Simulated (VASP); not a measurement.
Set up this calculation in VASP 6.6.1, as the native input.

```
Task                   : relaxation of cell and atoms
Functional             : PBE
Potentials or basis    : VASP PAW PBE potentials, release 64 (Zn)
Cutoff                 : 500 eV
k mesh                 : 27 × 27 × 12
Occupations            : gaussian, width 0.03 eV
Spin                   : no spin polarisation
Dipole correction      : no
Further INCAR settings : ALGO = Normal; EDIFF = 1e-07; IBRION = 2; EDIFFG = -0.002; NSW = 100; ISIF = 3
```

The structure of Zn lies in POSCAR:

```
Zn
1.0
    2.6700000000      0.0000000000      0.0000000000
   -1.3350000000      2.3122878281      0.0000000000
    0.0000000000      0.0000000000      4.9660000000
Zn
2
Direct
    0.3333333333      0.6666666667      0.2500000000
    0.6666666667      0.3333333333      0.7500000000
```

These files were run (other wordings do the same):

INCAR

```
SYSTEM = Zn
PREC = Accurate ; ENCUT = 500
EDIFF = 1E-7 ; ISMEAR = 0
SIGMA = 0.03 ; LREAL = .False.
LASPH = .True. ; NELM = 120
ALGO = Normal ; ISIF = 3
LWAVE = .False. ; LCHARG = .False.
GGA = PE ; IBRION = 2
NSW = 100 ; EDIFFG = -0.002
GGA_COMPAT = .False. ; NELMIN = 4
```

KPOINTS

```
regular mesh
0
Gamma
  27 27 12
  0 0 0
```

Potentials or basis: VASP PAW PBE potentials, release 64 (Zn).

The run is started by

```sh
$ cat potpaw_PBE.64/Zn/POTCAR > POTCAR
$ mpirun -np 1 vasp_std > vasp.out
```

Results of the run:

```yaml
Relaxed_volume: 15.29 Å³/atom
Relaxed_cell: a = 2.650 Å, b = 2.650 Å, c = 5.026 Å, α = 90.00°, β = 90.00°, γ = 120.00°
Space_group_after_relaxing_to_0.1_Å: P6_3/mmc (No. 194)
Energy_gained_by_relaxing: 1.0 meV/atom
Ionic_steps: 10
Pressure_after_relaxing: 0.0 GPa
Band_gap_on_the_k_mesh: zero (bands 12 and 13 overlap by 4.73 eV)
```

Run time: 13 min on 1 thread of Oxide Virtual Turin-like Processor, with other jobs on the host, peak memory 0.29 GiB.
